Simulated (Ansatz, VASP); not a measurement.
**Sn2Ge3 in VASP and in Ansatz**

INCAR

```
PREC = Accurate
ENCUT = 520
EDIFF = 1E-7
ISMEAR = 0
SIGMA = 0.1
LREAL = F
LASPH = T
NELM = 80
ALGO = Normal
ISIF = 2
LWAVE = F
LCHARG = F
GGA = PE
NBANDS = 43
```

KPOINTS

```
regular mesh
0
Gamma
  4 4 4
```

Contents of POSCAR:

```
Sn2Ge3
1.0
    4.1966176400     -2.6454422100      0.0000000000
    4.1966176400      2.6454422100      0.0000000000
   -2.1258758700      0.0000000000      5.1340817300
Sn Ge
2 3
Direct
    0.4000000000      0.4000000000      0.2000000000
    0.6000000000      0.6000000000      0.8000000000
    0.8000000000      0.8000000000      0.4000000000
    0.2000000000      0.2000000000      0.6000000000
    0.0000000000      0.0000000000      0.0000000000
```

Input for Ansatz:

```yaml
crystal:
  lattice:
    - [4.19661764, -2.64544221, 0.0]
    - [4.19661764, 2.64544221, 0.0]
    - [-2.12587587, 0.0, 5.13408173]
  atoms:
    - { symbol: Sn, position: [0.4, 0.4, 0.2] }
    - { symbol: Sn, position: [0.6, 0.6, 0.8] }
    - { symbol: Ge, position: [0.8, 0.8, 0.4] }
    - { symbol: Ge, position: [0.2, 0.2, 0.6] }
    - { symbol: Ge, position: [0.0, 0.0, 0.0] }
basis:
  ecutwfc: 420
kpoints:
  mp_grid: { grid: [4, 4, 4] }
hamiltonian:
  xc: pbe
scf:
  occupations: { method: gaussian, width: 0.1 }
  lower_state_search: "off"
output:
  forces: true
  stress: true
  eigenvalues: true
```

Alike in both runs: task single point; functional PBE; k mesh 4 × 4 × 4; occupations gaussian, width 0.1 eV; no spin polarisation.

```csv
,VASP,Ansatz
version,VASP 6.6.1,Ansatz 0.2.0
potentials or method,"VASP PAW PBE potentials, release 64 (Sn_d, Ge_d), cutoff 520 eV","scalar-relativistic, plane waves, PAW"
valence electrons in the cell,70,70
```

```tsv
	VASP	Ansatz	Ansatz less VASP
gap on the k mesh at the Fermi level (eV)	none	none	-
pressure (GPa)	-0.5	-0.4	+0.03
traceless stress, the component that is largest in VASP (GPa)	-2.06	-2.06	+0.002
rms of the force components (eV/Å)	0.150	0.150	-0.0001
```

Atom by atom the forces differ by 0.000 eV/Å (rms over components). A gap of «none» marks a metal or a gap that the smearing closes. With one functional, cell and mesh, what is left measures potentials, basis and numerics.
